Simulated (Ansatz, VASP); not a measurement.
Hg in VASP and in Ansatz

```
CELL_PARAMETERS angstrom
3.13287 0.00000 0.00000
-1.56644 2.71315 0.00000
0.00000 0.00000 5.02144
ATOMIC_POSITIONS crystal
Hg 0.66667 0.33333 0.75000
Hg 0.33333 0.66667 0.25000
```

Alike in both runs: task single point; functional PBEsol; dispersion D3(BJ); k mesh 18 × 18 × 10; occupations gaussian, width 0.15 eV; no spin polarisation.

|  | VASP | Ansatz |
| --- | --- | --- |
| version | VASP 6.6.1 | Ansatz 0.2.0 |
| potentials or method | VASP PAW PBE potentials, release 64 (Hg), cutoff 520 eV | scalar-relativistic, plane waves, PAW |
| valence electrons in the cell | 24 | 40 |

Ansatz gave:

| Item | Value |
| --- | --- |
| gap on the k mesh at the Fermi level (eV) | none |
| pressure (GPa) | 1.3 |
| traceless stress, the component that is largest in VASP (GPa) | -0.16 |

**Question.** Estimate VASP's values.

**Answer.** gap on the k mesh at the Fermi level (eV): none; pressure (GPa): 1.9; traceless stress, the component that is largest in VASP (GPa): -0.15.

VASP's potentials were made for PBE, not for PBEsol. A gap of «none» marks a metal or a gap that the smearing closes. VASP's potentials hold 24 valence electrons a cell and Ansatz's 40, so a difference there can come from the potentials and not from the codes.

Spin-orbit coupling is off throughout.
